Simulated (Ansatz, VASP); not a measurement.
## Two plane-wave programs on ZnS

File INCAR:

```
SYSTEM = ZnS
  PREC = Accurate
  ENCUT = 520
  EDIFF = 1E-7
  ISMEAR = -1
  SIGMA = 0.02
  LREAL = .False.
  LASPH = .True.
  NELM = 80
  ALGO = Normal
  ISIF = 2
  LWAVE = .False.
  LCHARG = .False.
  GGA = PE
  NBANDS = 26
```

KPOINTS

```
regular mesh
0
Gamma
  12 12 4
  0 0 0
```

POSCAR

```
ZnS
1.0
    3.9925454129      0.0000000000      0.0000000000
   -1.9962727064      3.4576457533      0.0000000000
    0.0000000000      0.0000000000      5.9488503758
Zn S
2 2
Direct
    0.3333333333      0.6666666667      0.2500000000
    0.6666666667      0.3333333333      0.7500000000
    0.6666666667      0.3333333333      0.2500000000
    0.3333333333      0.6666666667      0.7500000000
```

Input for Ansatz:

```yaml
crystal:
  lattice:
    - [3.9925454129, 0.0, 0.0]
    - [-1.9962727064, 3.4576457533, 0.0]
    - [0.0, 0.0, 5.9488503758]
  atoms:
    - { symbol: Zn, position: [0.3333333333, 0.6666666667, 0.25] }
    - { symbol: Zn, position: [0.6666666667, 0.3333333333, 0.75] }
    - { symbol: S, position: [0.6666666667, 0.3333333333, 0.25] }
    - { symbol: S, position: [0.3333333333, 0.6666666667, 0.75] }
kpoints:
  mp_grid: { grid: [12, 12, 4] }
  band_path:
    path:
      - [0.0, 0.0, 0.0]
      - [0.5, 0.0, 0.0]
      - [0.3333333333, 0.3333333333, 0.0]
      - [0.0, 0.0, 0.5]
      - [0.5, 0.0, 0.5]
      - [0.3333333333, 0.3333333333, 0.5]
    npoints: 1
hamiltonian:
  xc: pbe
scf:
  occupations: { method: fermi_dirac, width: 0.02 }
  n_extra_bands: 5
output:
  forces: true
  stress: true
  eigenvalues: true
  write_density: true
  write_potential: true
  elf: true
  volumetric_format: npy
```

Change from the starting cell: hydrostatic strain +1.2%.

Alike in both runs: task single point; functional PBE; k mesh 12 × 12 × 4; occupations fermi-dirac, width 0.02 eV; no spin polarisation.

```csv
,VASP,Ansatz
version,VASP 6.6.1,Ansatz 0.2.0
potentials or method,"VASP PAW PBE potentials, release 64 (Zn, S)","plane waves, PAW"
plane-wave cutoff (eV),520,420
valence electrons in the cell,36,36
```

VASP gave:

| Item | Value |
| --- | --- |
| gap on the k mesh at the Fermi level (eV) | 1.33 |
| pressure (GPa) | -0.3 |
| traceless stress, the component that is largest in VASP (GPa) | 0.34 |

Task: Estimate Ansatz's values.

Result: gap on the k mesh at the Fermi level (eV): 1.33; pressure (GPa): -0.4; traceless stress, the component that is largest in VASP (GPa): 0.47.
